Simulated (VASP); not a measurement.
# Tl (Pm-3m) in VASP: a series of runs, part 2 of 2

VASP 6.6.1. The steps go on from the part before.

## 5. Relaxation of cell and atoms, PBEsol+D3(BJ), target pressure 30 GPa, at which the enthalpy is minimised

This run uses another cell than the first one, of 31.55 Å³/atom, 1.074 times its volume.

Input file INCAR:

```
PREC     = Accurate       # precision mode
ENCUT    = 600            # plane-wave cutoff, eV
EDIFF    = 1E-7           # SCF threshold, eV
ISMEAR   = 0              # smearing method
SIGMA    = 0.1            # smearing width, eV
LREAL    = F              # projectors in reciprocal space
LASPH    = T              # aspherical terms in the spheres
NELM     = 80             # most SCF steps
ALGO     = Normal         # electronic algorithm
ISIF     = 3              # what is computed and relaxed
LWAVE    = F              # write WAVECAR
LCHARG   = F              # write CHGCAR
GGA      = PS             # functional
IVDW     = 12             # dispersion correction
IBRION   = 2              # ionic algorithm
NSW      = 80             # ionic steps
EDIFFG   = -0.02          # ionic threshold
PSTRESS  = 300.0
```

Input file KPOINTS:

```
Automatic mesh
0
Gamma
  8 8 8
```

Input file POSCAR:

```
Tl
1.0
    3.1600000000      0.0000000000      0.0000000000
    0.0000000000      3.1600000000      0.0000000000
    0.0000000000      0.0000000000      3.1600000000
Tl
1
Direct
    0.0000000000      0.0000000000      0.0000000000
```

Potentials or basis: VASP PAW PBE potentials, release 64 (Tl_d).

Started as:

```
$ cat potpaw_PBE.64/Tl_d/POTCAR > POTCAR
$ mpirun -np 1 vasp_std > vasp.out
```

OUTCAR:

```text
PREC = Accurate
   ENCUT = 600
   EDIFF = 1E-7
   ISMEAR = 0
   LREAL = F
   LASPH = T
   NELM = 80
   ISIF = 3
   GGA = PS
   IVDW = 12
   IBRION = 2
   NSW = 80
   EDIFFG = -0.02
   PSTRESS = 300.0
 IVDW          = 12

 ion  position               nearest neighbor table
   1  0.000  0.000  0.000-

  LATTYP: Found a simple cubic cell.
 ALAT       =     3.1600000000

  Lattice vectors:

 A1 = (   3.1600000000,   0.0000000000,   0.0000000000)
 A2 = (   0.0000000000,   3.1600000000,   0.0000000000)
 A3 = (   0.0000000000,   0.0000000000,   3.1600000000)

Analysis of symmetry for initial positions (statically):
=====================================================================
 Subroutine PRICEL returns:
 Original cell was already a primitive cell.

 Routine SETGRP: Setting up the symmetry group for a
 simple cubic supercell.

 Subroutine GETGRP returns: Found 48 space group operations
 (whereof 48 operations were pure point group operations)
 out of a pool of 48 trial point group operations.

The static configuration has the point symmetry O_h .

Analysis of symmetry for dynamics (positions and initial velocities):
=====================================================================
 Subroutine PRICEL returns:
 Original cell was already a primitive cell.

 Routine SETGRP: Setting up the symmetry group for a
 simple cubic supercell.

 Subroutine GETGRP returns: Found 48 space group operations
 (whereof 48 operations were pure point group operations)
 out of a pool of 48 trial point group operations.

The dynamic configuration has the point symmetry O_h .

 Subroutine INISYM returns: Found 48 space group operations
 (whereof 48 operations are pure point group operations),
 and found     1 'primitive' translations
[... 76 lines left out ...]
   number of dos      NEDOS =    301   number of ions     NIONS =      1
   total plane-waves  NPLWV =  21952
   dimension x,y,z NGX =    28 NGY =   28 NGZ =   28
   dimension x,y,z NGXF=    56 NGYF=   56 NGZF=   56
   ions per type =               1
   NGX,Y,Z   is equivalent  to a cutoff of  14.73, 14.73, 14.73 a.u.
   NGXF,Y,Z  is equivalent  to a cutoff of  29.46, 29.46, 29.46 a.u.
 SYSTEM =  unknown system
   PREC   = accura    normal or accurate (medium, high low for compatibility)
   ISTART =      0    job   : 0-new  1-cont  2-samecut
   ICHARG =      2    charge: 1-file 2-atom 10-const
   ISPIN  =      1    spin polarized calculation?
   LNONCOLLINEAR =      F non collinear calculations
   LSORBIT =      F    spin-orbit coupling
   LASPH  =      T    aspherical Exc in radial PAW
   ENCUT  =  600.0 eV  44.10 Ry    6.64 a.u.   6.31  6.31  6.31*2*pi/ulx,y,z
   NELM   =     80;   NELMIN=  2; NELMDL= -5     # of ELM steps
   EDIFF  = 0.1E-06   stopping-criterion for ELM
   LREAL  =      F    real-space projection
   EDIFFG = -.2E-01   stopping-criterion for IOM
   NSW    =     80    number of steps for IOM
   IBRION =      2    ionic relax: 0-MD 1-quasi-New 2-CG
   NFREE  =      1    steps in history (QN), initial steepest desc. (CG)
   ISIF   =      3    stress and relaxation
   ISYM   =      2    0-nonsym 1-usesym 2-fastsym
   POTIM  = 0.5000    time-step for ionic-motion
   TEBEG  =    0.0;   TEEND  =   0.0 temperature during run
   PSTRESS=  300.0 pullay stress
   NELECT =      13.0000    total number of electrons
   NUPDOWN=      -1.0000    fix difference up-down
   EMIN   =  10.00;   EMAX   =-10.00  energy-range for DOS
   EFERMI =   0.00;   METHOD = LEGACY
   ISMEAR =     0;   SIGMA  =   0.10  broadening in eV -4-tet -1-fermi 0-gaus
   EFERMI_NEDOS =   21; number of points for ismear=-14 and -15
   IALGO  =     38    algorithm
   IMIX   =      4    mixing-type and parameters
     AMIX     =   0.40;   BMIX     =  1.00
     AMIX_MAG =   1.60;   BMIX_MAG =  1.00
  volume/ion in A,a.u.               =      31.55       212.94
  Fermi-wavevector in a.u.,A,eV,Ry     =   1.218154  2.301977 20.189674  1.483899
  Thomas-Fermi vector in A             =   2.353450
   LORBIT       =      0    0 simple, 1 ext, 2 COOP (PROOUT), +10 PAW based schemes
   GGA     = PS    functional components
   LHFCALC =     F    Hartree Fock is set to
   AEXX    =    0.0000 exact exchange contribution
   IVDW    =    12    specifies the selected vdW correction
   LEPSILON=     F    determine dielectric tensor
   LRPA    =     F    only Hartree local field effects (RPA)
 conjugate gradient relaxation of ions
 non-spin polarized calculation
 Gauss-broadening in eV      SIGMA  =   0.10
  energy-cutoff  :      600.00
  volume of cell :       31.55
 maximum number of plane-waves:      1074
 NGX is ok and might be reduce to    28
   NGX = 13   NGY = 13   NGZ = 13

--------------------------------------- Ionic step        1  -------------------------------------------

 number of electron      13.0000002 magnetization

 Free energy of the ion-electron system (eV)
  ---------------------------------------------------
  ext. energy  EPLUGINS =         0.00000000
  ---------------------------------------------------
  free energy    TOTEN  =        -2.50016155 eV

  energy without entropy =       -2.49838779  energy(sigma->0) =       -2.49927467

 E-fermi :   5.3296     XC(G=0):  -9.8044

 val. band max:        5.2112716941   @ k =   0.5000   0.5000   0.1250
 cond. band min:       5.4253938315   @ k =   0.5000   0.3750   0.2500
 fundamental gap:      0.2141221374
 Fermi energy:         5.3295894545
[... 878 lines left out ...]
--------------------------------------- Ionic step        7  -------------------------------------------

 number of electron      13.0000002 magnetization

 Free energy of the ion-electron system (eV)
  ---------------------------------------------------
  ext. energy  EPLUGINS =         0.00000000
  ---------------------------------------------------
  free energy    TOTEN  =        -1.80587757 eV

  energy without entropy =       -1.80059819  energy(sigma->0) =       -1.80323788

 E-fermi :   9.9363     XC(G=0): -11.8716

 val. band max:        9.9018356216   @ k =   0.3750   0.2500   0.1250
 cond. band min:      10.1745880386   @ k =   0.3750   0.3750   0.0000
 fundamental gap:      0.2727524171
 Fermi energy:         9.9362584469
[... 348 lines left out ...]
  energy  without entropy=       -2.3206315888  energy(sigma->0) =       -2.32327128

  enthalpy is  TOTEN    =         1.6400637197 eV   P V=        3.9659746850

 reached required accuracy - stopping structural energy minimisation
```

OSZICAR:

```text
N       E                     dE             d eps       ncg     rms          rms(c)
DAV:   1     0.527387011277E+02    0.52739E+02   -0.72870E+03   724   0.125E+03
DAV:   2    -0.202769593790E+01   -0.54766E+02   -0.54018E+02   736   0.237E+02
DAV:   3    -0.253189470017E+01   -0.50420E+00   -0.50390E+00   818   0.224E+01
[... 72 lines left out ...]
DAV:   3    -0.180594993397E+01    0.24789E-02   -0.86590E-03   720   0.110E+00    0.222E-01
DAV:   4    -0.180588170381E+01    0.68230E-04   -0.29360E-04   712   0.171E-01    0.143E-02
DAV:   5    -0.180587697376E+01    0.47300E-05   -0.29960E-05   720   0.645E-02    0.111E-02
DAV:   6    -0.180587755199E+01   -0.57822E-06   -0.11441E-06   726   0.117E-02    0.402E-04
DAV:   7    -0.180587757063E+01   -0.18642E-07   -0.22862E-08   350   0.184E-03
   7 F= 0.16400637E+01 E0= 0.16427034E+01  d E =-.142348E+01
```

Run time: 32 s. Hardware: 1 thread of Intel Xeon 6975P-C (Granite Rapids), shared host; peak memory 0.19 GiB.

What came out:

- Free energy: -2.3259 eV
- Relaxed volume: 21.18 Å³/atom
- Relaxed cell: a = 2.767 Å, b = 2.767 Å, c = 2.767 Å, α = 90.00°, β = 90.00°, γ = 90.00°
- Space group after relaxing (to 0.05 Å): Pm-3m (No. 221)
- Energy change on relaxing (the enthalpy is what falls): +519.0 meV/atom
- Ionic steps: 7
- Pressure after relaxing: 29.9 GPa
- Dispersion energy per atom: -0.520 eV

Step by step:
| step | energy change (eV) | largest force (eV/Å) | pressure (GPa) | volume (Å³) |
| --- | --- | --- | --- | --- |
| 1 | 0.0000 | 0.0000 | -2.12 | 31.55 |
| 2 | 12.8148 | 0.0000 | 634.06 | 10.59 |
| 3 | -0.0037 | 0.0000 | 2.52 | 27.76 |
| 4 | 0.0727 | 0.0000 | 8.31 | 25.39 |
| 5 | 0.7092 | 0.0000 | 38.48 | 20.28 |
| 6 | 0.4738 | 0.0000 | 27.79 | 21.43 |
| 7 | 0.5190 | 0.0000 | 29.86 | 21.18 |

Final structure:
```
Tl
1.0
     2.76681    0.00000    0.00000
     0.00000    2.76681    0.00000
     0.00000    0.00000    2.76681
Tl
1
Cartesian
  0.0000 0.0000 0.0000
```

Levels at points of the mesh, in eV from the Fermi level:
| k point | band 4 | band 5 | band 6 | band 7 | band 8 | band 9 |
| --- | --- | --- | --- | --- | --- | --- |
| (0.00, 0.00, 0.00) | -11.02 | -11.02 | -11.02 | 8.87 | 8.87 | 8.87 |
| (0.50, 0.00, 0.00) | -11.82 | -10.94 | -6.10 | -4.84 | 12.67 | 13.43 |
| (0.50, 0.50, 0.00) | -11.69 | -10.28 | -1.43 | -1.06 | -1.06 | 5.71 |
| (0.50, 0.50, 0.50) | -10.23 | -10.23 | 2.84 | 2.84 | 2.84 | 3.95 |

Caveat: the cell is relaxed towards a set pressure, so the enthalpy falls and the energy may rise; the volume moved by over 15 % at a fixed basis, so the end points are rough; the PAW data sets were made with another functional, which shifts forces and pressure a little; spin-orbit coupling is left out, which moves the levels of the heavy elements; pairwise dispersion overbinds metals, which lowers pressure and volume.

## 6. Relaxation of cell and atoms, PBEsol+D3(BJ), target pressure 45 GPa, at which the enthalpy is minimised

This run uses another cell than the first one, of 31.55 Å³/atom, 1.074 times its volume.

Input file INCAR:

```
SYSTEM = Tl
ALGO = Normal
EDIFF = 1E-6
EDIFFG = -0.02
ENCUT = 600
GGA = PS
IBRION = 2
ISIF = 3
ISMEAR = 0
IVDW = 12
LASPH = .TRUE.
LCHARG = .FALSE.
LREAL = .FALSE.
LWAVE = .FALSE.
NELM = 80
NSW = 80
PREC = Accurate
PSTRESS = 450.0
SIGMA = 0.1
```

Input file KPOINTS:

```
k-points
0
G
  8 8 8
  0 0 0
```

POSCAR is that of step 5.

Potentials or basis: VASP PAW PBE potentials, release 64 (Tl_d).

Started as:

```
$ cat potpaw_PBE.64/Tl_d/POTCAR > POTCAR
$ mpirun -np 1 vasp_std > vasp.out
```

OUTCAR:

```text
SYSTEM = Tl
   EDIFF = 1E-6
   EDIFFG = -0.02
   ENCUT = 600
   GGA = PS
   IBRION = 2
   ISIF = 3
   ISMEAR = 0
   IVDW = 12
   LASPH = .TRUE.
   LREAL = .FALSE.
   NELM = 80
   NSW = 80
   PREC = Accurate
   PSTRESS = 450.0
 IVDW          = 12

 ion  position               nearest neighbor table
   1  0.000  0.000  0.000-

  LATTYP: Found a simple cubic cell.
 ALAT       =     3.1600000000

  Lattice vectors:

 A1 = (   3.1600000000,   0.0000000000,   0.0000000000)
 A2 = (   0.0000000000,   3.1600000000,   0.0000000000)
 A3 = (   0.0000000000,   0.0000000000,   3.1600000000)

Analysis of symmetry for initial positions (statically):
=====================================================================
 Subroutine PRICEL returns:
 Original cell was already a primitive cell.

 Routine SETGRP: Setting up the symmetry group for a
 simple cubic supercell.

 Subroutine GETGRP returns: Found 48 space group operations
 (whereof 48 operations were pure point group operations)
 out of a pool of 48 trial point group operations.

The static configuration has the point symmetry O_h .

Analysis of symmetry for dynamics (positions and initial velocities):
[... 142 lines left out ...]
 Gauss-broadening in eV      SIGMA  =   0.10
  energy-cutoff  :      600.00
  volume of cell :       31.55
 maximum number of plane-waves:      1074
 NGX is ok and might be reduce to    28
   NGX = 13   NGY = 13   NGZ = 13

--------------------------------------- Ionic step        1  -------------------------------------------

 number of electron      13.0000002 magnetization

 Free energy of the ion-electron system (eV)
  ---------------------------------------------------
  ext. energy  EPLUGINS =         0.00000000
  ---------------------------------------------------
  free energy    TOTEN  =        -2.50016023 eV

  energy without entropy =       -2.49838708  energy(sigma->0) =       -2.49927366

 E-fermi :   5.3298     XC(G=0):  -9.8041

 val. band max:        5.2114914360   @ k =   0.5000   0.5000   0.1250
 cond. band min:       5.4255921785   @ k =   0.5000   0.3750   0.2500
 fundamental gap:      0.2141007425
 Fermi energy:         5.3297781462
[... 740 lines left out ...]
 k-point    24 :       0.5000    0.3750    0.1250
  band No.  band energies     occupation
      1      -5.2899      2.00000
      2      -5.1155      2.00000
      3      -4.7265      2.00000
      4      -4.6527      2.00000
      5      -3.9917      2.00000
      6       2.8145      2.00000
      7       5.8724      2.00000
      8       8.5714      0.00000
      9      12.9098      0.00000
     10      18.2198      0.00000

 [... further k-points ...]

[... ionic steps 4 to 7 ...]

--------------------------------------- Ionic step        8  -------------------------------------------

 number of electron      12.9999999 magnetization

------------------------ aborting loop because EDIFF is reached ----------------------------------------
[... 77 lines left out ...]
--------------------------------------- Ionic step       10  -------------------------------------------

 number of electron      12.9999999 magnetization

 Free energy of the ion-electron system (eV)
  ---------------------------------------------------
  ext. energy  EPLUGINS =         0.00000000
  ---------------------------------------------------
  free energy    TOTEN  =        -1.43041930 eV

  energy without entropy =       -1.42543895  energy(sigma->0) =       -1.42792913

 E-fermi :  11.0707     XC(G=0): -12.2724

 val. band max:       11.0407189951   @ k =   0.3750   0.2500   0.1250
 cond. band min:      11.2275237260   @ k =   0.3750   0.3750   0.0000
 fundamental gap:      0.1868047308
 Fermi energy:        11.0706745567
[... 348 lines left out ...]
  energy  without entropy=       -1.9848127559  energy(sigma->0) =       -1.98730293

  enthalpy is  TOTEN    =         3.5497867887 eV   P V=        5.5395798905

 reached required accuracy - stopping structural energy minimisation
```

CONTCAR:

```text
Tl
   1.00000000000000
     2.7018317416577604    0.0000000000000000    0.0000000000000000
    -0.0000000000000000    2.7018317416577604    0.0000000000000000
     0.0000000000000000   -0.0000000000000000    2.7018317416577604
  Tl
     1
Direct
     0.0000000000000000    0.0000000000000000    0.0000000000000000

  0.00000000E+00  0.00000000E+00  0.00000000E+00
```

Wall time 38 s (1 thread of Intel Xeon 6975P-C (Granite Rapids), shared host); peak memory 0.22 GiB.

What came out:

- Free energy: -1.9898 eV
- Relaxed volume: 19.72 Å³/atom
- Relaxed cell: a = 2.702 Å, b = 2.702 Å, c = 2.702 Å, α = 90.00°, β = 90.00°, γ = 90.00°
- Space group after relaxing (to 0.05 Å): Pm-3m (No. 221)
- Energy change on relaxing (the enthalpy is what falls): +855.1 meV/atom
- Ionic steps: 10
- Pressure after relaxing: 45.0 GPa
- Dispersion energy per atom: -0.559 eV

Step by step:
| step | energy change (eV) | largest force (eV/Å) | pressure (GPa) | volume (Å³) |
| --- | --- | --- | --- | --- |
| 1 | 0.0000 | 0.0000 | -2.11 | 31.55 |
| 2 | 76.7444 | 0.0000 | 4712.25 | 5.32 |
| 3 | -0.0154 | 0.0000 | 0.17 | 29.22 |
| 4 | 0.0037 | 0.0000 | 3.33 | 27.36 |
| 5 | 1.8296 | 0.0000 | 86.02 | 17.26 |
| 6 | 0.6016 | 0.0000 | 33.63 | 20.76 |
| 7 | 0.8214 | 0.0000 | 43.50 | 19.85 |
| 8 | 0.8767 | 0.0000 | 45.96 | 19.65 |
| 9 | 0.7968 | 0.0000 | 42.40 | 19.94 |
| 10 | 0.8551 | 0.0000 | 45.00 | 19.72 |

Final structure:
```cif
data_structure
_symmetry_space_group_name_H-M 'P 1'
_symmetry_Int_Tables_number 1
_cell_length_a 2.7018
_cell_length_b 2.7018
_cell_length_c 2.7018
_cell_angle_alpha 90.000
_cell_angle_beta 90.000
_cell_angle_gamma 90.000
_cell_volume 19.72
loop_
_atom_site_label
_atom_site_type_symbol
_atom_site_fract_x
_atom_site_fract_y
_atom_site_fract_z
_atom_site_occupancy
Tl1 Tl 0.00000 0.00000 0.00000 1
```

Levels at points of the mesh, in eV from the Fermi level:
```csv
k point,band 4,band 5,band 6,band 7,band 8,band 9
"(0.00, 0.00, 0.00)",-11.11,-11.11,-11.11,9.12,9.12,9.12
"(0.50, 0.00, 0.00)",-12.05,-11.02,-6.05,-5.34,12.63,14.02
"(0.50, 0.50, 0.00)",-11.90,-10.26,-1.28,-1.28,-1.01,5.87
"(0.50, 0.50, 0.50)",-10.20,-10.20,2.94,2.94,2.94,4.90
```

Caveat: the cell is relaxed towards a set pressure, so the enthalpy falls and the energy may rise; the volume moved by over 15 % at a fixed basis, so the end points are rough; the PAW data sets were made with another functional, which shifts forces and pressure a little; spin-orbit coupling is left out, which moves the levels of the heavy elements; pairwise dispersion overbinds metals, which lowers pressure and volume.

## 7. Overview

```csv
task,cell,cutoff (eV),gap on the mesh (eV),pressure (GPa)
single point,"a = 3.086 Å, 1 atom",520,none,-0.1
relaxation of cell and atoms,"relaxed from a = 3.160 Å, 1 atom",600,none,0.0
relaxation of cell and atoms,"relaxed to 15 GPa from a = 3.160 Å, 1 atom",600,none,15.1
relaxation of cell and atoms,"relaxed to 30 GPa from a = 3.160 Å, 1 atom",600,none,29.9
relaxation of cell and atoms,"relaxed to 45 GPa from a = 3.160 Å, 1 atom",600,none,45.0
```

Alike in all rows: level PBEsol+D3(BJ); potentials or basis VASP PAW PBE potentials, release 64 (Tl_d); no spin polarisation; k mesh 8 × 8 × 8; smearing gaussian 0.1 eV.

Caveats: the PAW data sets were made with another functional, which shifts forces and pressure a little; spin-orbit coupling is left out, which moves the levels of the heavy elements; pairwise dispersion overbinds metals, which lowers pressure and volume; the cell is relaxed towards a set pressure, so the enthalpy falls and the energy may rise (some runs); the volume moved by over 15 % at a fixed basis, so the end points are rough (some runs).

Total energies depend on the potentials used, so only differences within one code and one set of settings carry meaning.
